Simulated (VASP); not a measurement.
A run of VASP 6.6.1 is set up as follows.

File INCAR:

```
  ALGO = Normal
  EDIFF = 1E-6
  ENCUT = 520
  GGA = RE
  ISIF = 2
  ISMEAR = -1
  ISPIN = 2
  IVDW = 13
  LASPH = True
  LCHARG = False
  LMAXMIX = 4
  LORBIT = 11
  LREAL = False
  LWAVE = False
  MAGMOM = 4 0 0
  NBANDS = 24
  NELM = 150
  PREC = Accurate
  SIGMA = 0.05
```

The input KPOINTS:

```
k-points
0
Gamma
  11 11 6
```

The input POSCAR:

```
MnO2
1.0
    2.8682927275      0.0000000000      0.0000000000
   -1.4341463638      2.4840143675      0.0000000000
    0.0000000000      0.0000000000      4.4130936535
Mn O
1 2
Direct
    0.0000000000      0.0000000000      0.5000000000
    0.3333333333      0.6666666667      0.7169302370
    0.6666666667      0.3333333333      0.2830697630
```

Potentials or basis: VASP PAW PBE potentials, release 64 (Mn_pv, O).

Command:

```bash
$ cat potpaw_PBE.64/Mn_pv/POTCAR potpaw_PBE.64/O/POTCAR > POTCAR
$ mpirun -np 1 vasp_std > vasp.out
```

(1) Predict the site moments.

(2) Predict the band gap on the k mesh.

## Answers

(1) Mn +2.86; O +0.03 μB.

(2) 0.90 eV (least direct gap 0.98 eV).

Caveat: a cell with one magnetic atom can't hold antiferromagnetic order, which such compounds often take.
